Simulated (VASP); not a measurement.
Here is a VASP 6.6.1 calculation.

The input POSCAR:

```
CuO
1.0
    0.1896038200     -2.1722883700     -2.0431441000
   -2.0197235200      0.1062952100     -1.9598354900
    2.3832003700      2.2858393900     -4.3894430400
Cu O
2 2
Direct
    0.4562322400      0.5306856300      0.4854117400
    0.9742842800      0.9858673900      0.0243612000
    0.8016626700      0.7447211200      0.7392802400
    0.2678208100      0.2387258700      0.2509468100
```

Contents of INCAR.step1:

```
ALGO = Normal
EDIFF = 1E-4
ENCUT = 520
GGA = PE
ISMEAR = -1
LASPH = T
LCHARG = F
LREAL = F
LWAVE = T
NBANDS = 25
NELM = 100
PREC = Accurate
SIGMA = 0.05
```

The input INCAR.step2:

```
ALGO = Normal
EDIFF = 1E-6
ENCUT = 520
ISIF = 2
ISMEAR = -1
ISTART = 1
LASPH = T
LCHARG = F
LMIXTAU = T
LREAL = F
LWAVE = F
METAGGA = R2SCAN
NBANDS = 25
NELM = 100
PREC = Accurate
SIGMA = 0.05
```

File KPOINTS:

```
k-points
0
Gamma
  10 10 5
```

Potentials or basis: VASP PAW PBE potentials, release 64 (Cu, O).

Launch:

```bash
$ cat potpaw_PBE.64/Cu/POTCAR potpaw_PBE.64/O/POTCAR > POTCAR
$ cp INCAR.step1 INCAR
$ mpirun -np 1 vasp_std > vasp.out
$ cp INCAR.step2 INCAR
$ mpirun -np 1 vasp_std > vasp.out
```

Task: Estimate the largest force.

Result: 1.695 eV/Å.

Task: What does it give for the band gap on the k mesh?

Result: Zero (band 17 reaches 5.64 eV, above the bottom of band 18 at 4.89 eV).

Task: Predict the pressure.

Result: -10.2 GPa.

Forces in eV/Å, atoms in the order of the input:
```
Cu   1.119  0.041 -1.272
Cu  -0.794 -1.087  0.595
O    0.081  0.580  0.025
O   -0.407  0.466  0.652
```

Caveat: the PAW data sets were made with another functional, which shifts forces and pressure a little; semilocal functionals often make such compounds metallic where correlation or magnetic order opens a gap, which also shifts bond lengths. With open d or f shells a metallic result of r2SCAN can be an artefact of self-interaction; +U or a hybrid may open a gap.
